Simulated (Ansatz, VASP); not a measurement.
**Two plane-wave programs on V**

```
CELL_PARAMETERS angstrom
2.40411 0.00000 0.00000
0.00000 2.40411 0.00000
0.00000 0.00000 2.40411
ATOMIC_POSITIONS crystal
V 0.00000 0.00000 0.00000
```

Alike in both runs: task relaxation of cell and atoms; functional PBEsol; k mesh 22 × 22 × 22; occupations gaussian, width 0.1 eV; no spin polarisation.

```csv
,VASP,Ansatz
version,VASP 6.6.1,Ansatz 0.2.0
potentials or method,"VASP PAW PBE potentials, release 64 (V_sv), cutoff 600 eV","scalar-relativistic, plane waves, PAW"
valence electrons in the cell,13,13
```

|  | VASP | Ansatz | Ansatz less VASP |
| --- | --- | --- | --- |
| gap on the k mesh at the Fermi level, each at its own relaxed structure (eV) | none | none | - |
| relaxed volume (Å³/atom) | 14.06 | 14.03 | -0.030 |
| relaxed length of the cell vector where the two differ most in proportion (Å) | 2.414 | 2.412 | -0.0017 |

VASP's potentials were made for PBE, not for PBEsol. A gap of «none» marks a metal or a gap that the smearing closes.
